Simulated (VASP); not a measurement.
Hf2C: single point with PBE

Crystal: Hf2C.

```xyz
3
Lattice="3.0335 0.0000 0.0000 0.0000 3.0335 0.0000 0.0000 0.0000 5.9622" Properties=species:S:1:pos:R:3 pbc="T T T"
Hf    0.0000    0.0000    4.8806
Hf    0.0000    0.0000    1.0816
C     0.0000    0.0000    2.9811
```

```
Program             : VASP 6.6.1
Task                : single point
Functional          : PBE
Potentials or basis : VASP PAW PBE potentials, release 64 (Hf_pv, C)
Cutoff              : 520 eV
k mesh              : 6 × 6 × 4
Occupations         : gaussian, width 0.1 eV
Spin                : no spin polarisation
```

```json
{
 "Pressure": "35.9 GPa",
 "Largest force": "5.632 eV/Å",
 "Band gap on the k mesh": "zero (band 12 reaches 4.50 eV, above the bottom of band 13 at 2.23 eV)"
}
```

Forces on the atoms (eV/Å):
```
Hf   0.000  0.000 -5.632
Hf   0.000  0.000  5.632
C    0.000  0.000  0.000
```

Stress tensor (GPa, compression positive):
```
 4.19  0.00  0.00
 0.00  4.19  0.00
 0.00  0.00 99.46
```

Levels at points of the mesh, in eV from the Fermi level:
| k point | band 9 | band 10 | band 11 | band 12 | band 13 | band 14 | band 15 | band 16 |
| --- | --- | --- | --- | --- | --- | --- | --- | --- |
| (0.00, 0.00, 0.00) | -2.32 | -1.58 | -0.43 | -0.43 | -0.36 | 0.64 | 2.33 | 4.75 |
| (0.50, 0.00, 0.00) | -2.26 | -1.16 | -0.26 | 0.02 | 0.45 | 2.36 | 2.48 | 4.31 |
| (0.50, 0.50, 0.00) | -3.38 | -2.76 | -0.03 | 0.19 | 1.18 | 1.18 | 4.17 | 4.17 |
| (0.00, 0.00, 0.50) | -3.38 | -1.97 | -1.51 | 0.49 | 0.88 | 0.88 | 1.62 | 1.62 |
| (0.50, 0.00, 0.50) | -3.29 | -2.58 | -2.16 | 0.28 | 1.34 | 1.69 | 2.08 | 2.54 |
| (0.50, 0.50, 0.50) | -2.62 | -2.12 | -2.12 | -1.45 | -1.45 | -0.40 | 5.92 | 5.92 |

It took 41 s on 1 thread of Intel(R) Xeon(R) Platinum 8375C CPU @ 2.90GHz (Ice Lake), with other jobs on the host, peak memory 0.18 GiB.

Caveat: spin-orbit coupling is left out, which moves the levels of the heavy elements; forces of over 1 eV/Å act on the atoms, so gaps and moduli don't describe the material at rest.
